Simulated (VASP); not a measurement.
# Si16N (a cell with a defect) in VASP: single point with PBEsol

Aim: the single point of Si16N (a cell with a defect) with PBEsol.

Program: VASP 6.6.1. These are calculated values, not measurements. Logs are shortened: lines on timing, memory, paths and dates and some standing lists are left out, and cuts for length are marked.

## (1) The cell of the first run

The cell holds a defect, 17 atoms: a = 7.679 Å, b = 7.679 Å, c = 7.679 Å, α = 60.00°, β = 60.00°, γ = 60.00°.

## (2) Single point, PBEsol, collinear spin, ferromagnetic start

File INCAR:

```
SYSTEM = Si16N
  PREC = Accurate
  ENCUT = 520
  EDIFF = 1E-6
  ISMEAR = -1
  SIGMA = 0.02
  LREAL = Auto
  LASPH = .TRUE.
  NELM = 150
  ALGO = Normal
  ISIF = 2
  LWAVE = .FALSE.
  LCHARG = .FALSE.
  ISPIN = 2
  MAGMOM = 0 0 0 0 0 0 0 0 0 0 0 0 0 0 0 0 1
  LORBIT = 11
  GGA = PS
  NBANDS = 52
```

File KPOINTS:

```
regular mesh
0
G
  2 2 2
  0 0 0
```

File POSCAR:

```
Si16N
1.0
    0.0000000000      5.4300000000      5.4300000000
    5.4300000000      0.0000000000      5.4300000000
    5.4300000000      5.4300000000      0.0000000000
Si N
16 1
Direct
   -0.0208614348     -0.0078447905      0.0341210384
    0.1302859187      0.1160563367      0.1316755264
    0.0314539551     -0.0287621302      0.5041124369
    0.1036702412      0.1061244938      0.6606993584
    0.0152653009      0.4901723074      0.0027009064
    0.1281439237      0.6187839076      0.1350101083
    0.0338002637      0.4734949836      0.5090608561
    0.1663199656      0.5957814437      0.6288028163
    0.5043672348     -0.0160816142     -0.0036914876
    0.6086356334      0.1544862180      0.0903147692
    0.4426955780      0.1055035201      0.4506578482
    0.6611131741      0.0740463862      0.6252995012
    0.5023513523      0.5212509073     -0.0107210968
    0.6398013931      0.6100703448      0.1350344930
    0.5422396061      0.4746539311      0.5083085609
    0.6650199266      0.6320467140      0.6242043618
    0.6513385674      0.8985736406      0.5369934031
```

Potentials or basis: VASP PAW PBE potentials, release 64 (Si, N).

On the command line:

```bash
> cat potpaw_PBE.64/Si/POTCAR potpaw_PBE.64/N/POTCAR > POTCAR
> mpirun -np 1 vasp_std > vasp.out
```

OUTCAR:

```text
SYSTEM = Si16N
   PREC = Accurate
   ENCUT = 520
   EDIFF = 1E-6
   ISMEAR = -1
   LREAL = Auto
   LASPH = .TRUE.
   NELM = 150
   ISIF = 2
   ISPIN = 2
   LORBIT = 11
   GGA = PS

 ion  position               nearest neighbor table
   1  0.979  0.992  0.034-   4 2.34   2 2.35   6 2.35  10 2.37
   2  0.130  0.116  0.132-   3 2.34   1 2.35   5 2.35   9 2.35
   3  0.031  0.971  0.504-   4 2.31  12 2.33   2 2.34   8 2.36
   4  0.104  0.106  0.661-  11 2.27   3 2.31   7 2.33   1 2.34
   5  0.015  0.490  0.003-   6 2.35   2 2.35   8 2.35  14 2.35
   6  0.128  0.619  0.135-   5 2.35   1 2.35  13 2.35   7 2.35
   7  0.034  0.473  0.509-  16 2.33   4 2.33   8 2.35   6 2.35  11 3.01
   8  0.166  0.596  0.629-   7 2.35   5 2.35   3 2.36  15 2.36
   9  0.504  0.984  0.996-  10 2.33  12 2.34   2 2.35  14 2.35
  10  0.609  0.154  0.090-  11 2.31  13 2.31   9 2.33   1 2.37
  11  0.443  0.106  0.451-  17 1.73   4 2.27  10 2.31  12 2.49   7 3.01  16 3.02
  12  0.661  0.074  0.625-  17 1.83   3 2.33   9 2.34  11 2.49  15 2.52
  13  0.502  0.521  0.989-  16 2.31  10 2.31  14 2.34   6 2.35
  14  0.640  0.610  0.135-  13 2.34  15 2.35   9 2.35   5 2.35
  15  0.542  0.475  0.508-  14 2.35   8 2.36  16 2.49  12 2.52
  16  0.665  0.632  0.624-  17 1.77  13 2.31   7 2.33  15 2.49  11 3.02
  17  0.651  0.899  0.537-  11 1.73  16 1.77  12 1.83

  LATTYP: Found a face centered cubic cell.
 ALAT       =    10.8600000000

  Lattice vectors:

 A1 = (   0.0000000000,   5.4300000000,   5.4300000000)
 A2 = (   5.4300000000,   0.0000000000,   5.4300000000)
 A3 = (   5.4300000000,   5.4300000000,   0.0000000000)

Analysis of symmetry for initial positions (statically):
=====================================================================
 Subroutine PRICEL returns:
 Original cell was already a primitive cell.

 Routine SETGRP: Setting up the symmetry group for a
 face centered cubic supercell.

 Subroutine GETGRP returns: Found  1 space group operations
 (whereof  1 operations were pure point group operations)
 out of a pool of 48 trial point group operations.

The static configuration has the point symmetry C_1 .

Analysis of symmetry for dynamics (positions and initial velocities):
=====================================================================
 Subroutine PRICEL returns:
 Original cell was already a primitive cell.

 Routine SETGRP: Setting up the symmetry group for a
 face centered cubic supercell.

 Subroutine GETGRP returns: Found  1 space group operations
 (whereof  1 operations were pure point group operations)
 out of a pool of 48 trial point group operations.

The dynamic configuration has the point symmetry C_1 .

Analysis of structural, dynamic, and magnetic symmetry:
=====================================================================
 Subroutine PRICEL returns:
 Original cell was already a primitive cell.

 Routine SETGRP: Setting up the symmetry group for a
 face centered cubic supercell.

 Subroutine GETGRP returns: Found  1 space group operations
 (whereof  1 operations were pure point group operations)
 out of a pool of 48 trial point group operations.

The overall configuration has the point symmetry C_1 .

 Subroutine INISYM returns: Found  1 space group operations
 (whereof  1 operations are pure point group operations),
 and found     1 'primitive' translations

----------------------------------------------------------------------------------------

                                     Primitive cell

  volume of cell :     320.2060

  direct lattice vectors                    reciprocal lattice vectors
     0.000000000  5.430000000  5.430000000    -0.092081031  0.092081031  0.092081031
     5.430000000  0.000000000  5.430000000     0.092081031 -0.092081031  0.092081031
     5.430000000  5.430000000  0.000000000     0.092081031  0.092081031 -0.092081031

  length of vectors
     7.679179644  7.679179644  7.679179644     0.159489025  0.159489025  0.159489025

  position of ions in fractional coordinates (direct lattice)
     0.979138565  0.992155209  0.034121038
     0.130285919  0.116056337  0.131675526
     0.031453955  0.971237870  0.504112437
     0.103670241  0.106124494  0.660699358
     0.015265301  0.490172307  0.002700906
     0.128143924  0.618783908  0.135010108
[... 9 lines left out ...]
     0.665019927  0.632046714  0.624204362
     0.651338567  0.898573641  0.536993403

  ion indices of the primitive-cell ions
[... 62 lines left out ...]
   NGXF,Y,Z  is equivalent  to a cutoff of  25.98, 25.98, 25.98 a.u.
 SYSTEM =  Si16N
   PREC   = accura    normal or accurate (medium, high low for compatibility)
   ISTART =      0    job   : 0-new  1-cont  2-samecut
   ICHARG =      2    charge: 1-file 2-atom 10-const
   ISPIN  =      2    spin polarized calculation?
   LNONCOLLINEAR =      F non collinear calculations
   LSORBIT =      F    spin-orbit coupling
   LASPH  =      T    aspherical Exc in radial PAW
   ENCUT  =  520.0 eV  38.22 Ry    6.18 a.u.  14.28 14.28 14.28*2*pi/ulx,y,z
   NELM   =    150;   NELMIN=  2; NELMDL= -5     # of ELM steps
   EDIFF  = 0.1E-05   stopping-criterion for ELM
   LREAL  =      T    real-space projection
   EDIFFG = 0.1E-04   stopping-criterion for IOM
   NSW    =      0    number of steps for IOM
   IBRION =     -1    ionic relax: 0-MD 1-quasi-New 2-CG
   NFREE  =      0    steps in history (QN), initial steepest desc. (CG)
   ISIF   =      2    stress and relaxation
   ISYM   =      2    0-nonsym 1-usesym 2-fastsym
   POTIM  = 0.5000    time-step for ionic-motion
   TEBEG  =    0.0;   TEEND  =   0.0 temperature during run
   PSTRESS=    0.0 pullay stress
   NELECT =      69.0000    total number of electrons
   NUPDOWN=      -1.0000    fix difference up-down
   EMIN   =  10.00;   EMAX   =-10.00  energy-range for DOS
   EFERMI =   0.00;   METHOD = LEGACY
   ISMEAR =    -1;   SIGMA  =   0.02  broadening in eV -4-tet -1-fermi 0-gaus
   EFERMI_NEDOS =   21; number of points for ismear=-14 and -15
   IALGO  =     38    algorithm
   IMIX   =      4    mixing-type and parameters
     AMIX     =   0.40;   BMIX     =  1.00
     AMIX_MAG =   1.60;   BMIX_MAG =  1.00
  volume/ion in A,a.u.               =      18.84       127.11
  Fermi-wavevector in a.u.,A,eV,Ry     =   0.981480  1.854728 13.106528  0.963303
  Thomas-Fermi vector in A             =   2.112490
   LORBIT       =     11    0 simple, 1 ext, 2 COOP (PROOUT), +10 PAW based schemes
   GGA     = PS    functional components
   LHFCALC =     F    Hartree Fock is set to
   AEXX    =    0.0000 exact exchange contribution
   IVDW    =     0    specifies the selected vdW correction
   LEPSILON=     F    determine dielectric tensor
   LRPA    =     F    only Hartree local field effects (RPA)
 spin polarized calculation
  energy-cutoff  :      520.00
  volume of cell :      320.21
 maximum number of plane-waves:      8646
 NGX is ok and might be reduce to    60
   NGX = 29   NGY = 29   NGZ = 29

 number of electron      69.0000000 magnetization       0.0466757

 Free energy of the ion-electron system (eV)
  ---------------------------------------------------
  ext. energy  EPLUGINS =         0.00000000
  ---------------------------------------------------
  free energy    TOTEN  =       -98.10120390 eV

  energy without entropy =      -98.09501823  energy(sigma->0) =      -98.09811106

 E-fermi :   6.1250     XC(G=0):  -9.6958

 val. band max:        6.1162020460   @ k =   0.5000   0.0000   0.0000
 cond. band min:       6.1343702616   @ k =   0.0000   0.5000   0.0000
 fundamental gap:      0.0181682156
 Fermi energy:         6.1250119861

 spin component 1

 k-point     1 :       0.0000    0.0000    0.0000
  band No.  band energies     occupation
      1     -10.4835      1.00000
      2      -5.7710      1.00000
      3      -4.1237      1.00000
      4      -3.8125      1.00000
      5      -3.7737      1.00000
      6      -3.1793      1.00000
[... 381 lines left out ...]
     45      10.0567      0.00000
     46      10.2152      0.00000
 Fermi energy:         6.1250119861

 spin component 2

 k-point     1 :       0.0000    0.0000    0.0000
  band No.  band energies     occupation
      1     -10.4779      1.00000
      2      -5.7692      1.00000
      3      -4.1191      1.00000
      4      -3.8102      1.00000
      5      -3.7715      1.00000
      6      -3.1753      1.00000
[... 381 lines left out ...]
     45      10.0616      0.00000
     46      10.2182      0.00000
 [bands above 46 left out]

------------------------ aborting loop because EDIFF is reached ----------------------------------------

  FORCE on cell =-STRESS in cart. coord.  units (eV):
  Direction    XX          YY          ZZ          XY          YZ          ZX
  --------------------------------------------------------------------------------------
  -------------------------------------------------------------------------------------
  Total        0.2251084      7.1298463      2.3197387      0.2665942     -1.1666155     -2.0866049
  in kB        1.1263485     35.6747768     11.6070048      1.3339260     -5.8372571    -10.4405005
  external PRESSURE =      16.1360434 kB  Pullay stress =       0.0000000 kB

 VOLUME and BASIS-vectors are now :
 -----------------------------------------------------------------------------
  energy-cutoff  :      520.00
  volume of cell :      320.21
      direct lattice vectors                 reciprocal lattice vectors
     0.000000000  5.430000000  5.430000000    -0.092081031  0.092081031  0.092081031
     5.430000000  0.000000000  5.430000000     0.092081031 -0.092081031  0.092081031
     5.430000000  5.430000000  0.000000000     0.092081031  0.092081031 -0.092081031

 POSITION                                       TOTAL-FORCE (eV/Angst)
 -----------------------------------------------------------------------------------
      5.57268      5.50200     10.70413         0.002389     -0.021562     -0.010931
      1.34518      1.42245      1.33764         0.002300      0.015393      0.010424
      8.01115      2.90813      5.44462        -0.015219     -0.014822     -0.029346
      4.16385      4.15053      1.13919         0.013421     -0.003922      0.001333
      2.67630      0.09756      2.74453        -0.009949     -0.009244      0.004609
      4.09310      1.42893      4.05582        -0.003772      0.023582     -0.019570
[... 9 lines left out ...]
      6.82144      7.00049      7.04307        -0.050619     -0.051435     -0.043241
      7.79513      6.45264      8.41602        -0.019938      0.060761      0.021528
 -----------------------------------------------------------------------------------
    total drift:                                0.002636     -0.004334     -0.005072

  FREE ENERGIE OF THE ION-ELECTRON SYSTEM (eV)
  ---------------------------------------------------
  free  energy   TOTEN  =       -98.1012038986 eV

  energy  without entropy=      -98.0950182296  energy(sigma->0) =      -98.09811106

 total charge

# of ion       s       p       d       tot
------------------------------------------
    1        0.744   0.939   0.000   1.683
    2        0.741   0.953   0.000   1.694
    3        0.751   0.953   0.000   1.704
    4        0.754   0.978   0.000   1.732
    5        0.739   0.956   0.000   1.695
    6        0.742   0.944   0.000   1.686
[... 9 lines left out ...]
   16        0.752   0.906   0.000   1.658
   17        1.252   2.571   0.000   3.823
--------------------------------------------------
tot         13.220  17.607   0.000  30.827

 magnetization (x)

# of ion       s       p       d       tot
------------------------------------------
    1        0.000  -0.000   0.000  -0.000
    2        0.000   0.000   0.000   0.000
    3        0.000   0.000   0.000   0.000
    4        0.000   0.001   0.000   0.001
    5        0.000   0.000   0.000   0.000
    6       -0.000   0.000   0.000   0.000
[... 9 lines left out ...]
   16        0.001   0.002   0.000   0.003
   17        0.000   0.002   0.000   0.003
--------------------------------------------------
tot          0.004   0.014   0.000   0.018
```

Run time: 16 min. Hardware: 1 thread of Oxide Virtual Turin-like, shared host; peak memory 0.68 GiB.

What came out:

| Property | Result |
| --- | --- |
| Free energy | -98.1012 eV |
| Pressure | 1.6 GPa |
| Largest force | 0.084 eV/Å |
| Net moment | 0.05 μB per cell |
| Valence electrons inside the program's atomic spheres | Si 1.68, 1.69, 1.70, 1.73, 1.71, 1.63, 1.64, 1.66 (each value once); N 3.82 |

Forces on the atoms (eV/Å):
```
Si   0.002 -0.022 -0.011
Si   0.002  0.015  0.010
Si  -0.015 -0.015 -0.029
Si   0.013 -0.004  0.001
Si  -0.010 -0.009  0.005
Si  -0.004  0.024 -0.020
Si  -0.006  0.015  0.016
Si  -0.012 -0.003  0.008
Si  -0.016 -0.024  0.014
Si  -0.013  0.005  0.000
Si   0.053 -0.010  0.009
Si   0.030 -0.028  0.003
Si  -0.003 -0.016  0.008
Si   0.033  0.009 -0.005
Si   0.015  0.053  0.012
Si  -0.051 -0.051 -0.043
N   -0.020  0.061  0.022
```

Caveat: the k points lie up to 0.50 Å⁻¹ apart; the PAW data sets were made with another functional, which shifts forces and pressure a little.
